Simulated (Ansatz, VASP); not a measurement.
Two plane-wave programs on W

File POSCAR:

```
W
1.0
    0.0000000000      2.0763025172      2.0763025172
    2.0763025172      0.0000000000      2.0763025172
    2.0763025172      2.0763025172      0.0000000000
W
1
Direct
    0.0000000000      0.0000000000      0.0000000000
```

The input INCAR.step1:

```
ALGO = Normal
EDIFF = 1E-4
ENCUT = 520
GGA = PE
ISMEAR = 1
LASPH = True
LCHARG = False
LREAL = False
LWAVE = True
NBANDS = 13
NELM = 60
PREC = Accurate
SIGMA = 0.1
```

INCAR.step2

```
ALGO = Normal
EDIFF = 1E-7
ENCUT = 520
ISIF = 2
ISMEAR = 1
ISTART = 1
LASPH = True
LCHARG = False
LMIXTAU = True
LREAL = False
LWAVE = False
METAGGA = R2SCAN
NBANDS = 13
NELM = 60
PREC = Accurate
SIGMA = 0.1
```

The input KPOINTS:

```
k-points
0
Gamma
  10 10 10
```

Input for Ansatz:

```yaml
crystal:
  lattice:
    - [0.0, 2.076302517192433, 2.076302517192433]
    - [2.076302517192433, 0.0, 2.076302517192433]
    - [2.076302517192433, 2.076302517192433, 0.0]
  atoms:
    - { symbol: W, position: [0.0, 0.0, 0.0] }
basis:
  ecutwfc: 612.25619053473
kpoints:
  mp_grid:
    grid: [10, 10, 10]
hamiltonian:
  xc: r2scan
scf:
  occupations:
    method: cold
output:
  stress: true
```

Alike in both runs: task single point; functional r2SCAN; k mesh 10 × 10 × 10; no spin polarisation.

|  | VASP | Ansatz |
| --- | --- | --- |
| version | VASP 6.6.1 | Ansatz 0.2.0 |
| potentials or method | VASP PAW PBE potentials, release 64 (W_sv), cutoff 520 eV | plane waves, PAW |
| occupations | methfessel-paxton of order 1, width 0.1 eV | cold |
| valence electrons in the cell | 14 | 14 |

|  | VASP | Ansatz | Ansatz less VASP |
| --- | --- | --- | --- |
| pressure (GPa) | -23.3 | -24.0 | -0.70 |

VASP's potentials were made for PBE, not for r2SCAN.

Spin-orbit coupling is off throughout.
